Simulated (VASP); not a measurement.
# NaCl (Fm-3m) in VASP: further runs

Runs on NaCl. Level: PBE+D3(BJ). Tasks: single point, relaxation of cell and atoms.

Everything below comes from runs of VASP 6.6.1. Logs are shortened: lines on timing, memory, paths and dates and some standing lists are left out, and cuts for length are marked.

## 1. The cell of the first run

It takes space group Fm-3m (No. 225, cubic). Conventional cell: a = 5.581 Å, b = 5.581 Å, c = 5.581 Å, α = 90.00°, β = 90.00°, γ = 90.00°. Na (site symmetry m-3m) has 6 Cl at 2.79 Å within 3.7 Å. Within 3.7 Å of Cl (site symmetry m-3m) lie 6 Na at 2.79 Å.

## 2. Single point, PBE+D3(BJ)

Contents of INCAR:

```
PREC = Accurate
ENCUT = 520
EDIFF = 1E-7
ISMEAR = 0
SIGMA = 0.02
LREAL = F
LASPH = T
NELM = 60
ALGO = Normal
ISIF = 2
LWAVE = F
LCHARG = F
GGA = PE
IVDW = 12
NBANDS = 14
```

Contents of KPOINTS:

```
Automatic mesh
0
Gamma
  8 8 8
```

Contents of POSCAR:

```
NaCl
1.0
    0.0000000000      2.7906655449      2.7906655449
    2.7906655449      0.0000000000      2.7906655449
    2.7906655449      2.7906655449      0.0000000000
Na Cl
1 1
Direct
    0.0000000000      0.0000000000      0.0000000000
    0.5000000000      0.5000000000      0.5000000000
```

Potentials or basis: VASP PAW PBE potentials, release 64 (Na_pv, Cl).

Launch:

```console
> cat potpaw_PBE.64/Na_pv/POTCAR potpaw_PBE.64/Cl/POTCAR > POTCAR
> mpirun -np 1 vasp_std > vasp.out
```

OUTCAR:

```text
PREC = Accurate
   ENCUT = 520
   EDIFF = 1E-7
   ISMEAR = 0
   LREAL = F
   LASPH = T
   NELM = 60
   ISIF = 2
   GGA = PE
   IVDW = 12
 IVDW          = 12

 ion  position               nearest neighbor table
   1  0.000  0.000  0.000-
   2  0.500  0.500  0.500-

  LATTYP: Found a face centered cubic cell.
 ALAT       =     5.5813310898

  Lattice vectors:

 A1 = (   0.0000000000,   2.7906655449,   2.7906655449)
 A2 = (   2.7906655449,   0.0000000000,   2.7906655449)
 A3 = (   2.7906655449,   2.7906655449,   0.0000000000)

Analysis of symmetry for initial positions (statically):
=====================================================================
 Subroutine PRICEL returns:
 Original cell was already a primitive cell.

 Routine SETGRP: Setting up the symmetry group for a
 face centered cubic supercell.

 Subroutine GETGRP returns: Found 48 space group operations
 (whereof 48 operations were pure point group operations)
 out of a pool of 48 trial point group operations.

The static configuration has the point symmetry O_h .

Analysis of symmetry for dynamics (positions and initial velocities):
=====================================================================
 Subroutine PRICEL returns:
 Original cell was already a primitive cell.

 Routine SETGRP: Setting up the symmetry group for a
 face centered cubic supercell.

 Subroutine GETGRP returns: Found 48 space group operations
 (whereof 48 operations were pure point group operations)
 out of a pool of 48 trial point group operations.

The dynamic configuration has the point symmetry O_h .

 Subroutine INISYM returns: Found 48 space group operations
 (whereof 48 operations are pure point group operations),
 and found     1 'primitive' translations

----------------------------------------------------------------------------------------

                                     Primitive cell

  volume of cell :      43.4664

  direct lattice vectors                    reciprocal lattice vectors
     0.000000000  2.790665545  2.790665545    -0.179168729  0.179168729  0.179168729
     2.790665545  0.000000000  2.790665545     0.179168729 -0.179168729  0.179168729
     2.790665545  2.790665545  0.000000000     0.179168729  0.179168729 -0.179168729

  length of vectors
     3.946597062  3.946597062  3.946597062     0.310329343  0.310329343  0.310329343

  position of ions in fractional coordinates (direct lattice)
     0.000000000  0.000000000  0.000000000
     0.500000000  0.500000000  0.500000000

  ion indices of the primitive-cell ions
   primitive index   ion index
                 1           1
                 2           2

----------------------------------------------------------------------------------------

 KPOINTS: Automatic mesh

Automatic generation of k-mesh.
 Grid dimensions read from file:
 generate k-points for:    8    8    8

 Generating k-lattice:

  Cartesian coordinates                     Fractional coordinates (reciprocal lattice)
    -0.022396091  0.022396091  0.022396091     0.125000000  0.000000000  0.000000000
     0.022396091 -0.022396091  0.022396091     0.000000000  0.125000000  0.000000000
     0.022396091  0.022396091 -0.022396091     0.000000000  0.000000000  0.125000000

  Length of vectors
     0.038791168  0.038791168  0.038791168

  Shift w.r.t. Gamma in fractional coordinates (k-lattice)
     0.000000000  0.000000000  0.000000000

 Subroutine IBZKPT returns following result:
 ===========================================

 Found     29 irreducible k-points:

 Following reciprocal coordinates:
            Coordinates               Weight
  0.000000  0.000000  0.000000      1.000000
  0.125000  0.000000  0.000000      8.000000
  0.250000  0.000000  0.000000      8.000000
  0.375000  0.000000  0.000000      8.000000
  0.500000  0.000000  0.000000      4.000000
  0.125000  0.125000  0.000000      6.000000
[... 16 lines left out ...]
  0.500000  0.250000  0.125000     48.000000
 -0.375000  0.250000  0.125000     24.000000
 [... further k-points ...]
   k-points           NKPTS =     29   k-points in BZ     NKDIM =     29   number of bands    NBANDS=     14
   number of dos      NEDOS =    301   number of ions     NIONS =      2
   total plane-waves  NPLWV =  27000
   dimension x,y,z NGX =    30 NGY =   30 NGZ =   30
   dimension x,y,z NGXF=    60 NGYF=   60 NGZF=   60
   ions per type =               1   1
   NGX,Y,Z   is equivalent  to a cutoff of  12.64, 12.64, 12.64 a.u.
   NGXF,Y,Z  is equivalent  to a cutoff of  25.27, 25.27, 25.27 a.u.
 SYSTEM =  unknown system
   PREC   = accura    normal or accurate (medium, high low for compatibility)
   ISTART =      0    job   : 0-new  1-cont  2-samecut
   ICHARG =      2    charge: 1-file 2-atom 10-const
   ISPIN  =      1    spin polarized calculation?
   LNONCOLLINEAR =      F non collinear calculations
   LSORBIT =      F    spin-orbit coupling
   LASPH  =      T    aspherical Exc in radial PAW
   ENCUT  =  520.0 eV  38.22 Ry    6.18 a.u.   7.34  7.34  7.34*2*pi/ulx,y,z
   NELM   =     60;   NELMIN=  2; NELMDL= -5     # of ELM steps
   EDIFF  = 0.1E-06   stopping-criterion for ELM
   LREAL  =      F    real-space projection
   EDIFFG = 0.1E-05   stopping-criterion for IOM
   NSW    =      0    number of steps for IOM
   IBRION =     -1    ionic relax: 0-MD 1-quasi-New 2-CG
   NFREE  =      0    steps in history (QN), initial steepest desc. (CG)
   ISIF   =      2    stress and relaxation
   ISYM   =      2    0-nonsym 1-usesym 2-fastsym
   POTIM  = 0.5000    time-step for ionic-motion
   TEBEG  =    0.0;   TEEND  =   0.0 temperature during run
   PSTRESS=    0.0 pullay stress
   NELECT =      14.0000    total number of electrons
   NUPDOWN=      -1.0000    fix difference up-down
   EMIN   =  10.00;   EMAX   =-10.00  energy-range for DOS
   EFERMI =   0.00;   METHOD = LEGACY
   ISMEAR =     0;   SIGMA  =   0.02  broadening in eV -4-tet -1-fermi 0-gaus
   EFERMI_NEDOS =   21; number of points for ismear=-14 and -15
   IALGO  =     38    algorithm
   IMIX   =      4    mixing-type and parameters
     AMIX     =   0.40;   BMIX     =  1.00
     AMIX_MAG =   1.60;   BMIX_MAG =  1.00
  volume/ion in A,a.u.               =      21.73       146.66
  Fermi-wavevector in a.u.,A,eV,Ry     =   1.122190  2.120632 17.133958  1.259310
  Thomas-Fermi vector in A             =   2.258848
   LORBIT       =      0    0 simple, 1 ext, 2 COOP (PROOUT), +10 PAW based schemes
   GGA     = PE    functional components
   LHFCALC =     F    Hartree Fock is set to
   AEXX    =    0.0000 exact exchange contribution
   IVDW    =    12    specifies the selected vdW correction
   LEPSILON=     F    determine dielectric tensor
   LRPA    =     F    only Hartree local field effects (RPA)
 non-spin polarized calculation
 Gauss-broadening in eV      SIGMA  =   0.02
  energy-cutoff  :      520.00
  volume of cell :       43.47
 maximum number of plane-waves:      1211
 NGX is ok and might be reduce to    30
   NGX = 15   NGY = 15   NGZ = 15

 number of electron      14.0000008 magnetization

 Free energy of the ion-electron system (eV)
  ---------------------------------------------------
  ext. energy  EPLUGINS =         0.00000000
  ---------------------------------------------------
  free energy    TOTEN  =        -6.76420839 eV

  energy without entropy =       -6.76420839  energy(sigma->0) =       -6.76420839

 E-fermi :  -0.3990     XC(G=0):  -8.3010

 val. band max:       -0.5464607908   @ k =   0.0000   0.0000   0.0000
 cond. band min:       4.6848698516   @ k =   0.0000   0.0000   0.0000
 fundamental gap:      5.2313306424
 Fermi energy:        -0.3990015606

 k-point     1 :       0.0000    0.0000    0.0000
  band No.  band energies     occupation
      1     -21.3057      2.00000
      2     -21.3057      2.00000
      3     -21.3057      2.00000
      4     -13.2779      2.00000
      5      -0.5465      2.00000
      6      -0.5465      2.00000
      7      -0.5465      2.00000
      8       4.6849      0.00000
      9      10.6052      0.00000
     10      10.6052      0.00000
     11      10.6052      0.00000
     12      12.8071      0.00000
     13      12.8071      0.00000
     14      14.4668      0.00000

 k-point     2 :       0.1250    0.0000    0.0000
  band No.  band energies     occupation
      1     -21.3107      2.00000
      2     -21.3061      2.00000
      3     -21.3061      2.00000
      4     -13.2265      2.00000
      5      -0.9329      2.00000
      6      -0.5899      2.00000
      7      -0.5899      2.00000
      8       5.1934      0.00000
      9      10.0686      0.00000
     10      10.8056      0.00000
     11      10.8056      0.00000
     12      12.5570      0.00000
     13      12.5570      0.00000
     14      15.4187      0.00000

 k-point     3 :       0.2500    0.0000    0.0000
  band No.  band energies     occupation
      1     -21.3228      2.00000
      2     -21.3069      2.00000
      3     -21.3069      2.00000
      4     -13.0986      2.00000
      5      -1.6961      2.00000
      6      -0.6915      2.00000
      7      -0.6915      2.00000
      8       6.1709      0.00000
      9       9.5458      0.00000
     10      10.9155      0.00000
     11      10.9155      0.00000
     12      12.7837      0.00000
     13      12.7837      0.00000
     14      15.3224      0.00000

 k-point     4 :       0.3750    0.0000    0.0000
  band No.  band energies     occupation
      1     -21.3347      2.00000
      2     -21.3078      2.00000
      3     -21.3078      2.00000
      4     -12.9649      2.00000
      5      -2.3277      2.00000
      6      -0.7887      2.00000
      7      -0.7887      2.00000
      8       6.7084      0.00000
      9       9.8907      0.00000
     10      10.6390      0.00000
     11      10.6390      0.00000
     12      14.1627      0.00000
     13      14.1627      0.00000
     14      14.7841      0.00000

 k-point     5 :       0.5000    0.0000    0.0000
  band No.  band energies     occupation
      1     -21.3396      2.00000
      2     -21.3081      2.00000
      3     -21.3081      2.00000
      4     -12.9077      2.00000
      5      -2.5658      2.00000
      6      -0.8277      2.00000
      7      -0.8277      2.00000
      8       6.7832      0.00000
      9      10.3378      0.00000
     10      10.5028      0.00000
     11      10.5028      0.00000
[... 276 lines left out ...]
 k-point    22 :       0.3750    0.2500    0.1250
  band No.  band energies     occupation
      1     -21.3245      2.00000
      2     -21.3120      2.00000
      3     -21.3083      2.00000
      4     -13.0153      2.00000
      5      -1.8521      2.00000
      6      -1.0369      2.00000
      7      -0.8133      2.00000
      8       7.0512      0.00000
      9       8.8420      0.00000
     10      10.1031      0.00000
     11      11.7635      0.00000
     12      12.1239      0.00000
     13      14.3450      0.00000
     14      17.7782      0.00000

 k-point    23 :       0.5000    0.2500    0.1250
  band No.  band energies     occupation
      1     -21.3303      2.00000
      2     -21.3144      2.00000
      3     -21.3097      2.00000
      4     -12.9159      2.00000
      5      -2.1569      2.00000
      6      -1.2685      2.00000
      7      -0.9264      2.00000
      8       7.7414      0.00000
      9       9.1355      0.00000
     10       9.4859      0.00000
     11      11.4898      0.00000
     12      13.3176      0.00000
     13      15.7611      0.00000
     14      16.1443      0.00000

 k-point    24 :      -0.3750    0.2500    0.1250
  band No.  band energies     occupation
      1     -21.3329      2.00000
      2     -21.3150      2.00000
      3     -21.3106      2.00000
      4     -12.8739      2.00000
      5      -2.2800      2.00000
      6      -1.3506      2.00000
      7      -0.9822      2.00000
      8       7.8648      0.00000
      9       9.1289      0.00000
     10       9.8478      0.00000
     11      11.3025      0.00000
     12      13.9680      0.00000
     13      15.2748      0.00000
     14      16.2769      0.00000

 [... further k-points ...]

------------------------ aborting loop because EDIFF is reached ----------------------------------------

 Edisp (eV)   -0.44326

 E8    (eV) :    -0.1854

  FORCE on cell =-STRESS in cart. coord.  units (eV):
  Direction    XX          YY          ZZ          XY          YZ          ZX
  --------------------------------------------------------------------------------------
  -------------------------------------------------------------------------------------
  Total      -0.02008    -0.02008    -0.02008     0.00000     0.00000     0.00000
  in kB      -0.74002    -0.74002    -0.74002     0.00000     0.00000     0.00000
  external pressure =       -0.74 kB  Pullay stress =        0.00 kB

 VOLUME and BASIS-vectors are now :
 -----------------------------------------------------------------------------
  energy-cutoff  :      520.00
  volume of cell :       43.47
      direct lattice vectors                 reciprocal lattice vectors
     0.000000000  2.790665545  2.790665545    -0.179168729  0.179168729  0.179168729
     2.790665545  0.000000000  2.790665545     0.179168729 -0.179168729  0.179168729
     2.790665545  2.790665545  0.000000000     0.179168729  0.179168729 -0.179168729

 POSITION                                       TOTAL-FORCE (eV/Angst)
 -----------------------------------------------------------------------------------
      0.00000      0.00000      0.00000        -0.000000     -0.000000     -0.000000
      2.79067      2.79067      2.79067         0.000000      0.000000      0.000000
 -----------------------------------------------------------------------------------
    total drift:                               -0.000000      0.000000      0.000000

  FREE ENERGIE OF THE ION-ELECTRON SYSTEM (eV)
  ---------------------------------------------------
  free  energy   TOTEN  =        -7.2074660897 eV

  energy  without entropy=       -7.2074660897  energy(sigma->0) =       -7.20746609
```

Wall time 36 s (1 thread of Intel Xeon 8259CL, shared host); peak memory 0.17 GiB.

What came out:

| Item | Value |
| --- | --- |
| Free energy | -7.2075 eV |
| Pressure | -0.1 GPa |
| Band gap on the k mesh | 5.23 eV |
| Dispersion energy per atom | -0.222 eV |

## 3. Relaxation of cell and atoms, PBE+D3(BJ)

This run uses another cell than the first one, of 21.81 Å³/atom.

Contents of INCAR:

```
SYSTEM = NaCl
PREC = Accurate ; ENCUT = 600
EDIFF = 1E-7 ; ISMEAR = 0
SIGMA = 0.02 ; LREAL = .False.
LASPH = .True. ; NELM = 80
ALGO = Normal ; ISIF = 3
LWAVE = .False. ; LCHARG = .False.
GGA = PE ; IVDW = 12
IBRION = 2 ; NSW = 100
EDIFFG = -0.01
```

Contents of KPOINTS:

```
regular mesh
0
Gamma
  8 8 8
  0 0 0
```

Contents of POSCAR:

```
NaCl
1.0
    0.0000000000      2.7940633300      2.7940633300
    2.7940633300      0.0000000000      2.7940633300
    2.7940633300      2.7940633300      0.0000000000
Na Cl
1 1
Direct
    0.0000000000      0.0000000000      0.0000000000
    0.5000000000      0.5000000000      0.5000000000
```

Potentials or basis: VASP PAW PBE potentials, release 64 (Na_pv, Cl).

Launch:

```console
> cat potpaw_PBE.64/Na_pv/POTCAR potpaw_PBE.64/Cl/POTCAR > POTCAR
> mpirun -np 1 vasp_std > vasp.out
```

It took 24 s on 1 thread of Intel Xeon 8259CL, shared host; peak memory 0.18 GiB.

The run converged. Its results:

| Property | Result |
| --- | --- |
| Free energy | -7.2078 eV |
| Relaxed volume | 21.75 Å³/atom |
| Relaxed cell | a = 3.948 Å, b = 3.948 Å, c = 3.948 Å, α = 60.00°, β = 60.00°, γ = 60.00° |
| Space group after relaxing (to 0.1 Å) | Fm-3m (No. 225) |
| Energy gained by relaxing | 0.0 meV/atom |
| Ionic steps | 2 |
| Pressure after relaxing | -0.1 GPa |
| Band gap on the k mesh | 5.23 eV |
| Dispersion energy per atom | -0.221 eV |

Final structure:
```xyz
2
Lattice="0.0000 2.7916 2.7916 2.7916 0.0000 2.7916 2.7916 2.7916 0.0000" Properties=species:S:1:pos:R:3 pbc="T T T"
Na    0.0000    2.7916    2.7916
Cl    2.7916    2.7916    2.7916
```

Levels at points of the mesh, in eV from the valence-band top:
```
           k point  band 3  band 4  band 5  band 6  band 7  band 8  band 9  band 10  band 11
(0.00, 0.00, 0.00)  -20.76  -12.73    0.00    0.00    0.00    5.23   11.15    11.15    11.15
(0.50, 0.00, 0.00)  -20.76  -12.36   -2.02   -0.28   -0.28    7.33   10.88    11.05    11.05
(0.50, 0.50, 0.00)  -20.77  -12.31   -1.74   -0.62   -0.62    7.63    8.05    11.54    15.05
```
